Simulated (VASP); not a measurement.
# KCl (Sylvite) (Fm-3m) in VASP: settings compared

The runs below take KCl (Sylvite) through single point, with HSE06, LDA, PBEsol.

Everything below comes from runs of VASP 6.6.1. Logs are shortened: lines on timing, memory, paths and dates and some standing lists are left out, and cuts for length are marked.

### Step 1. The cell of the first run

The structure is cubic, space group Fm-3m (No. 225). Conventional cell: a = 6.416 Å, b = 6.416 Å, c = 6.416 Å, α = 90.00°, β = 90.00°, γ = 90.00°. K (site symmetry m-3m) has 6 Cl at 3.21 Å within 4.2 Å. Cl (site symmetry m-3m) has 6 K at 3.21 Å within 4.2 Å.

### Step 2. Single point, HSE06

POSCAR reads:

```
KCl
1.0
    0.0000000000      3.2081811574      3.2081811574
    3.2081811574      0.0000000000      3.2081811574
    3.2081811574      3.2081811574      0.0000000000
K Cl
1 1
Direct
    0.0000000000      0.0000000000      0.0000000000
    0.5000000000      0.5000000000      0.5000000000
```

INCAR.step1 reads:

```
SYSTEM = KCl
PREC     = Accurate       ! precision mode
ENCUT    = 520            ! plane-wave cutoff, eV
EDIFF    = 1E-5           ! SCF threshold, eV
ISMEAR   = -1             ! smearing method
SIGMA    = 0.05           ! smearing width, eV
LREAL    = .FALSE.        ! projectors in reciprocal space
LASPH    = .TRUE.         ! aspherical terms in the spheres
NELM     = 80             ! most SCF steps
ALGO     = Normal         ! electronic algorithm
ISIF     = 2              ! what is computed and relaxed
LWAVE    = .TRUE.         ! write WAVECAR
LCHARG   = .FALSE.        ! write CHGCAR
NBANDS   = 15             ! bands
GGA      = PE             ! functional
```

INCAR.step2 reads:

```
SYSTEM = KCl
PREC     = Accurate       ! precision mode
ENCUT    = 520            ! plane-wave cutoff, eV
EDIFF    = 1E-6           ! SCF threshold, eV
ISMEAR   = -1             ! smearing method
SIGMA    = 0.05           ! smearing width, eV
LREAL    = .FALSE.        ! projectors in reciprocal space
LASPH    = .TRUE.         ! aspherical terms in the spheres
NELM     = 80             ! most SCF steps
ALGO     = Normal         ! electronic algorithm
ISIF     = 2              ! what is computed and relaxed
LWAVE    = .FALSE.        ! write WAVECAR
LCHARG   = .FALSE.        ! write CHGCAR
GGA      = PE             ! functional
LHFCALC  = .TRUE.         ! exact exchange
HFSCREEN = 0.2079         ! screening, 1/A
PRECFOCK = Normal       
NBANDS   = 15             ! bands
ISTART   = 1
```

KPOINTS reads:

```
Automatic mesh
0
G
  4 4 4
  0 0 0
```

Potentials or basis: VASP PAW PBE potentials, release 64 (K_sv, Cl).

Run with:

```sh
$ cat potpaw_PBE.64/K_sv/POTCAR potpaw_PBE.64/Cl/POTCAR > POTCAR
$ cp INCAR.step1 INCAR
$ mpirun -np 1 vasp_std > vasp.out
$ cp INCAR.step2 INCAR
$ mpirun -np 1 vasp_std > vasp.out
```

OUTCAR:

```text
SYSTEM = KCl
   PREC = Accurate
   ENCUT = 520
   EDIFF = 1E-6
   ISMEAR = -1
   LREAL = .FALSE.
   LASPH = .TRUE.
   NELM = 80
   ISIF = 2
   GGA = PE
   LHFCALC = .TRUE.
   HFSCREEN = 0.2079
   PRECFOCK = Normal
   ISTART = 1

 ion  position               nearest neighbor table
   1  0.000  0.000  0.000-   2 3.21   2 3.21   2 3.21   2 3.21   2 3.21   2 3.21
   2  0.500  0.500  0.500-   1 3.21   1 3.21   1 3.21   1 3.21   1 3.21   1 3.21

  LATTYP: Found a face centered cubic cell.
 ALAT       =     6.4163623148

  Lattice vectors:

 A1 = (   0.0000000000,   3.2081811574,   3.2081811574)
 A2 = (   3.2081811574,   0.0000000000,   3.2081811574)
 A3 = (   3.2081811574,   3.2081811574,   0.0000000000)

Analysis of symmetry for initial positions (statically):
=====================================================================
 Subroutine PRICEL returns:
 Original cell was already a primitive cell.

 Routine SETGRP: Setting up the symmetry group for a
 face centered cubic supercell.

 Subroutine GETGRP returns: Found 48 space group operations
 (whereof 48 operations were pure point group operations)
 out of a pool of 48 trial point group operations.

The static configuration has the point symmetry O_h .

Analysis of symmetry for dynamics (positions and initial velocities):
=====================================================================
 Subroutine PRICEL returns:
 Original cell was already a primitive cell.

 Routine SETGRP: Setting up the symmetry group for a
 face centered cubic supercell.

 Subroutine GETGRP returns: Found 48 space group operations
 (whereof 48 operations were pure point group operations)
 out of a pool of 48 trial point group operations.

The dynamic configuration has the point symmetry O_h .

 Subroutine INISYM returns: Found 48 space group operations
 (whereof 48 operations are pure point group operations),
 and found     1 'primitive' translations

----------------------------------------------------------------------------------------

                                     Primitive cell

  volume of cell :      66.0399

  direct lattice vectors                    reciprocal lattice vectors
     0.000000000  3.208181157  3.208181157    -0.155851548  0.155851548  0.155851548
     3.208181157  0.000000000  3.208181157     0.155851548 -0.155851548  0.155851548
     3.208181157  3.208181157  0.000000000     0.155851548  0.155851548 -0.155851548

  length of vectors
     4.537053303  4.537053303  4.537053303     0.269942800  0.269942800  0.269942800

  position of ions in fractional coordinates (direct lattice)
[... 8 lines left out ...]
----------------------------------------------------------------------------------------

 KPOINTS: Automatic mesh

Automatic generation of k-mesh.
 Grid dimensions read from file:
 generate k-points for:    4    4    4

 Generating k-lattice:

  Cartesian coordinates                     Fractional coordinates (reciprocal lattice)
    -0.038962887  0.038962887  0.038962887     0.250000000  0.000000000  0.000000000
     0.038962887 -0.038962887  0.038962887     0.000000000  0.250000000  0.000000000
     0.038962887  0.038962887 -0.038962887     0.000000000  0.000000000  0.250000000

  Length of vectors
     0.067485700  0.067485700  0.067485700

  Shift w.r.t. Gamma in fractional coordinates (k-lattice)
     0.000000000  0.000000000  0.000000000

 Subroutine IBZKPT returns following result:
 ===========================================

 Found      8 irreducible k-points:

 Following reciprocal coordinates:
            Coordinates               Weight
  0.000000  0.000000  0.000000      1.000000
  0.250000  0.000000  0.000000      8.000000
  0.500000  0.000000  0.000000      4.000000
  0.250000  0.250000  0.000000      6.000000
  0.500000  0.250000  0.000000     24.000000
 -0.250000  0.250000  0.000000     12.000000
  0.500000  0.500000  0.000000      3.000000
 -0.250000  0.500000  0.250000      6.000000
   k-points           NKPTS =      8   k-points in BZ     NKDIM =     64   number of bands    NBANDS=     15
   number of dos      NEDOS =    301   number of ions     NIONS =      2
   total plane-waves  NPLWV =  46656
   dimension x,y,z NGX =    36 NGY =   36 NGZ =   36
   dimension x,y,z NGXF=    72 NGYF=   72 NGZF=   72
   ions per type =               1   1
   NGX,Y,Z   is equivalent  to a cutoff of  13.19, 13.19, 13.19 a.u.
   NGXF,Y,Z  is equivalent  to a cutoff of  26.38, 26.38, 26.38 a.u.
 SYSTEM =  KCl
   PREC   = accura    normal or accurate (medium, high low for compatibility)
   ISTART =      1    job   : 0-new  1-cont  2-samecut
   ICHARG =      0    charge: 1-file 2-atom 10-const
   ISPIN  =      1    spin polarized calculation?
   LNONCOLLINEAR =      F non collinear calculations
   LSORBIT =      F    spin-orbit coupling
   LASPH  =      T    aspherical Exc in radial PAW
   ENCUT  =  520.0 eV  38.22 Ry    6.18 a.u.   8.44  8.44  8.44*2*pi/ulx,y,z
   NELM   =     80;   NELMIN=  2; NELMDL=  0     # of ELM steps
   EDIFF  = 0.1E-05   stopping-criterion for ELM
   LREAL  =      F    real-space projection
   EDIFFG = 0.1E-04   stopping-criterion for IOM
   NSW    =      0    number of steps for IOM
   IBRION =     -1    ionic relax: 0-MD 1-quasi-New 2-CG
   NFREE  =      0    steps in history (QN), initial steepest desc. (CG)
   ISIF   =      2    stress and relaxation
   ISYM   =      3    0-nonsym 1-usesym 2-fastsym
   POTIM  = 0.5000    time-step for ionic-motion
   TEBEG  =    0.0;   TEEND  =   0.0 temperature during run
   PSTRESS=    0.0 pullay stress
   NELECT =      16.0000    total number of electrons
   NUPDOWN=      -1.0000    fix difference up-down
   EMIN   =  10.00;   EMAX   =-10.00  energy-range for DOS
   EFERMI =   0.00;   METHOD = LEGACY
   ISMEAR =    -1;   SIGMA  =   0.05  broadening in eV -4-tet -1-fermi 0-gaus
   EFERMI_NEDOS =   21; number of points for ismear=-14 and -15
   IALGO  =     38    algorithm
   IMIX   =      1    mixing-type and parameters
     AMIX     =   0.40;   BMIX     =  1.00
     AMIX_MAG =   1.60;   BMIX_MAG =  1.00
  volume/ion in A,a.u.               =      33.02       222.83
  Fermi-wavevector in a.u.,A,eV,Ry     =   1.020577  1.928612 14.171532  1.041578
  Thomas-Fermi vector in A             =   2.154155
   LORBIT       =      0    0 simple, 1 ext, 2 COOP (PROOUT), +10 PAW based schemes
   GGA     = PE    functional components
   LHFCALC =     T    Hartree Fock is set to
   PRECFOCK=normal    Normal, Fast or Accurate (Low or Medium for compatibility)
   ENCUT4O =  -1.0   cutoff for four orbital integrals eV
   NKREDX  =     1    reduce k-point grid by
   NKREDY  =     1    reduce k-point grid by
   NKREDZ  =     1    reduce k-point grid by
   AEXX    =    0.2500 exact exchange contribution
   HFSCREEN=    0.2079 screening length (either q_TF or 0.3 A-1)
   HFSCREENC=   0.2079 screening length for correlation (either q_TF or 0.3 A-1)
   ENCUTFOCK=  -1.0 apply spherical cutoff to Coloumb kernel
   IVDW    =     0    specifies the selected vdW correction
   LEPSILON=     F    determine dielectric tensor
   LRPA    =     F    only Hartree local field effects (RPA)
 non-spin polarized calculation
  energy-cutoff  :      520.00
  volume of cell :       66.04
 maximum number of plane-waves:      1812
 NGX is ok and might be reduce to    36
  NGX = 28; NGY = 28; NGZ = 28

 number of electron      15.9999998 magnetization

 Free energy of the ion-electron system (eV)
  ---------------------------------------------------
  ext. energy  EPLUGINS =         0.00000000
  ---------------------------------------------------
  free energy    TOTEN  =        -7.86530876 eV

  energy without entropy =       -7.86530876  energy(sigma->0) =       -7.86530876

 E-fermi :  -1.9316     XC(G=0):  -6.1216

 val. band max:       -3.0478194991   @ k =   0.0000   0.0000   0.0000
 cond. band min:       3.2396128413   @ k =   0.0000   0.0000   0.0000
 fundamental gap:      6.2874323404
 Fermi energy:        -1.9315931907

 k-point     1 :       0.0000    0.0000    0.0000
  band No.  band energies     occupation
      1     -32.4578      2.00000
      2     -16.2441      2.00000
      3     -14.5649      2.00000
      4     -14.5649      2.00000
      5     -14.5649      2.00000
      6      -3.0478      2.00000
      7      -3.0478      2.00000
      8      -3.0478      2.00000
      9       3.2396      0.00000
     10       6.8163      0.00000
     11       6.8163      0.00000
     12       6.8163      0.00000
     13       7.7940      0.00000
     14       7.7940      0.00000
     15      10.9671      0.00000

 k-point     2 :       0.2500    0.0000    0.0000
  band No.  band energies     occupation
      1     -32.4538      2.00000
      2     -16.3142      2.00000
      3     -14.5679      2.00000
      4     -14.5679      2.00000
      5     -14.4655      2.00000
      6      -3.5910      2.00000
      7      -3.1966      2.00000
      8      -3.1966      2.00000
      9       4.4670      0.00000
     10       6.4850      0.00000
     11       7.5716      0.00000
     12       7.5716      0.00000
     13       8.5523      0.00000
     14       8.5523      0.00000
     15      11.9753      0.00000

 k-point     3 :       0.5000    0.0000    0.0000
  band No.  band energies     occupation
      1     -32.4497      2.00000
      2     -16.3775      2.00000
      3     -14.5708      2.00000
      4     -14.5708      2.00000
      5     -14.3720      2.00000
      6      -4.0410      2.00000
      7      -3.3375      2.00000
      8      -3.3375      2.00000
      9       5.6652      0.00000
     10       6.7873      0.00000
     11       9.0466      0.00000
     12       9.0466      0.00000
     13       9.6119      0.00000
     14       9.6119      0.00000
     15      10.4594      0.00000
[... 55 lines left out ...]
 k-point     7 :       0.5000    0.5000    0.0000
  band No.  band energies     occupation
      1     -32.4473      2.00000
      2     -16.1478      2.00000
      3     -14.6801      2.00000
      4     -14.6105      2.00000
      5     -14.6105      2.00000
      6      -3.7031      2.00000
      7      -3.2746      2.00000
      8      -3.2746      2.00000
      9       4.8758      0.00000
     10       6.4898      0.00000
     11       8.0774      0.00000
     12       8.8439      0.00000
     13       9.1080      0.00000
     14      10.3341      0.00000
     15      10.3341      0.00000

 k-point     8 :      -0.2500    0.5000    0.2500
  band No.  band energies     occupation
      1     -32.4472      2.00000
      2     -16.2215      2.00000
      3     -14.6450      2.00000
      4     -14.6450      2.00000
      5     -14.4949      2.00000
      6      -3.5143      2.00000
      7      -3.5143      2.00000
      8      -3.5000      2.00000
      9       6.3033      0.00000
     10       6.3033      0.00000
     11       7.6402      0.00000
     12       8.2222      0.00000
     13      10.2820      0.00000
     14      10.3411      0.00000
     15      10.3657      0.00000

------------------------ aborting loop because EDIFF is reached ----------------------------------------

  FORCE on cell =-STRESS in cart. coord.  units (eV):
  Direction    XX          YY          ZZ          XY          YZ          ZX
  --------------------------------------------------------------------------------------
  -------------------------------------------------------------------------------------
  Total       -0.2110538     -0.2110538     -0.2110538      0.0000000      0.0000000     -0.0000000
  in kB       -5.1203194     -5.1203194     -5.1203194      0.0000000      0.0000000     -0.0000000
  external PRESSURE =      -5.1203194 kB  Pullay stress =       0.0000000 kB

 VOLUME and BASIS-vectors are now :
 -----------------------------------------------------------------------------
  energy-cutoff  :      520.00
  volume of cell :       66.04
      direct lattice vectors                 reciprocal lattice vectors
     0.000000000  3.208181157  3.208181157    -0.155851548  0.155851548  0.155851548
     3.208181157  0.000000000  3.208181157     0.155851548 -0.155851548  0.155851548
     3.208181157  3.208181157  0.000000000     0.155851548  0.155851548 -0.155851548

 POSITION                                       TOTAL-FORCE (eV/Angst)
 -----------------------------------------------------------------------------------
      0.00000      0.00000      0.00000         0.000000     -0.000000      0.000000
      3.20818      3.20818      3.20818        -0.000000      0.000000     -0.000000
 -----------------------------------------------------------------------------------
    total drift:                               -0.000000     -0.000000     -0.000000

  FREE ENERGIE OF THE ION-ELECTRON SYSTEM (eV)
  ---------------------------------------------------
  free  energy   TOTEN  =        -7.8653087629 eV

  energy  without entropy=       -7.8653087628  energy(sigma->0) =       -7.86530876
```

It took 5.9 min on 1 thread of AMD EPYC 7R13 (Zen 3), shared host; peak memory 0.28 GiB.

Results:

```
Free energy            : -7.8653 eV
Pressure               : -0.5 GPa
Band gap on the k mesh : 6.29 eV, direct
```

Levels at points of the mesh, in eV from the valence-band top:
```
           k point  band 4  band 5  band 6  band 7  band 8  band 9  band 10  band 11  band 12  band 13
(0.00, 0.00, 0.00)  -11.52  -11.52    0.00    0.00    0.00    6.29     9.86     9.86     9.86    10.84
(0.50, 0.00, 0.00)  -11.52  -11.32   -0.99   -0.29   -0.29    8.71     9.84    12.09    12.09    12.66
(0.50, 0.50, 0.00)  -11.56  -11.56   -0.66   -0.23   -0.23    7.92     9.54    11.13    11.89    12.16
```

Caveat: the k points lie up to 0.42 Å⁻¹ apart; the PAW data sets were made with another functional, which shifts forces and pressure a little.

### Step 3. Single point, LDA (volume scaled by 0.98)

INCAR reads:

```
SYSTEM = KCl
ALGO = Normal
EDIFF = 1E-6
ENCUT = 520
ISIF = 2
ISMEAR = -1
LASPH = .TRUE.
LCHARG = .FALSE.
LREAL = .FALSE.
LWAVE = .FALSE.
NBANDS = 15
NELM = 80
PREC = Accurate
SIGMA = 0.05
```

KPOINTS reads:

```
k-points
0
G
  7 7 7
  0 0 0
```

POSCAR reads:

```
KCl
1.0
    0.0000000000      3.1253521154      3.1253521154
    3.1253521154      0.0000000000      3.1253521154
    3.1253521154      3.1253521154      0.0000000000
K Cl
1 1
Direct
    0.0000000000      0.0000000000      0.0000000000
    0.5000000000      0.5000000000      0.5000000000
```

Potentials or basis: VASP PAW LDA potentials, release 64 (K_sv, Cl).

Run with:

```sh
$ cat potpaw_LDA.64/K_sv/POTCAR potpaw_LDA.64/Cl/POTCAR > POTCAR
$ mpirun -np 1 vasp_std > vasp.out
```

Wall time 41 s (1 thread of AMD EPYC 7R13, shared host); peak memory 0.14 GiB.

Results (log left out):

| Quantity | Value |
| --- | --- |
| Free energy | -7.3832 eV |
| Pressure | -1.6 GPa |
| Band gap on the k mesh | 4.81 eV, direct |

Levels at points of the mesh, in eV from the valence-band top:
```tsv
k point	band 4	band 5	band 6	band 7	band 8	band 9	band 10	band 11	band 12	band 13
(0.00, 0.00, 0.00)	-10.48	-10.48	0.00	0.00	0.00	4.81	8.09	8.09	8.09	9.04
```

(Continued in part 2 of 2.)
